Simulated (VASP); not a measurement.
## GaN: single point with r2SCAN

GaN:

```
Ga N
1.0
     0.06532    2.24681    2.24681
     2.24681    0.06532    2.24681
     2.24681    2.24681    0.06532
Ga N
1 1
Direct
  0.00236 0.00236 0.00236
  0.24764 0.24764 0.24764
```

This cell differs from its parent crystal: epitaxial 111 strain -3.0%.

```yaml
Program: VASP 6.6.1
Task: single point
Functional: r2SCAN
Potentials_or_basis: VASP PAW PBE potentials, release 64 (Ga_d, N)
Cutoff: 520 eV
k_mesh: 10 × 10 × 10
Occupations: gaussian, width 0.01 eV
Spin: non-collinear spin, zero start, spin-orbit coupling
Starting_moments: "[[0.0, 0.0, 0.0], [0.0, 0.0, 0.0]] μB"
Dipole_correction: no
Further_INCAR_settings: ALGO = Normal; EDIFF = 1e-06; NBANDS = 30
```

| Quantity | Value |
| --- | --- |
| Pressure | 11.5 GPa |
| Largest force | 0.008 eV/Å |
| Net moment | 0.00 μB per cell |
| Valence electrons inside the program's atomic spheres | Ga 11.94; N 3.82 |

Forces on the atoms (eV/Å):
```
Ga   0.005  0.005  0.005
N   -0.005 -0.005 -0.005
```

Stress tensor (GPa, compression positive):
```
11.52 -5.16 -5.16
-5.16 11.52 -5.16
-5.16 -5.16 11.52
```

Moments on the atoms (μB; x, y, z):
```
Ga  0.00 0.00 0.00
N   0.00 0.00 0.00
```

Wall time 46 min on 1 thread of Oxide Virtual Turin-like Processor (shared host), peak memory 0.33 GiB.

Caveat: the cell differs from its parent crystal (epitaxial 111 strain -3.0%); the cell stands under pressure; the structure was generated, so it needn't be the stable form of GaN; the PAW data sets were made with another functional, which shifts forces and pressure a little.
